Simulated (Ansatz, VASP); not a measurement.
# Hf in VASP and in Ansatz

```
CELL_PARAMETERS angstrom
-1.81330 1.81330 1.81330
1.81330 -1.81330 1.81330
1.81330 1.81330 -1.81330
ATOMIC_POSITIONS crystal
Hf 0.00000 0.00000 0.00000
```

Alike in both runs: task single point; functional PBEsol; k mesh 14 × 14 × 14; occupations fermi-dirac, width 0.1 eV; no spin polarisation.

|  | VASP | Ansatz |
| --- | --- | --- |
| version | VASP 6.6.1 | Ansatz 0.2.0 |
| potentials or method | VASP PAW PBE potentials, release 64 (Hf_pv), cutoff 520 eV | plane waves (420 eV) with PAW, scalar-relativistic |
| valence electrons in the cell | 10 | 26 |

VASP gave:

```
pressure (GPa) : -10.1
```

Task: Estimate Ansatz's values.

Result: Pressure (GPa): -9.8.

VASP's potentials were made for PBE, not for PBEsol, and Ansatz warns of the same on its side. VASP's potentials hold 10 valence electrons a cell and Ansatz's 26, so a difference there can come from the potentials and not from the codes.

Neither program's run includes spin-orbit coupling.
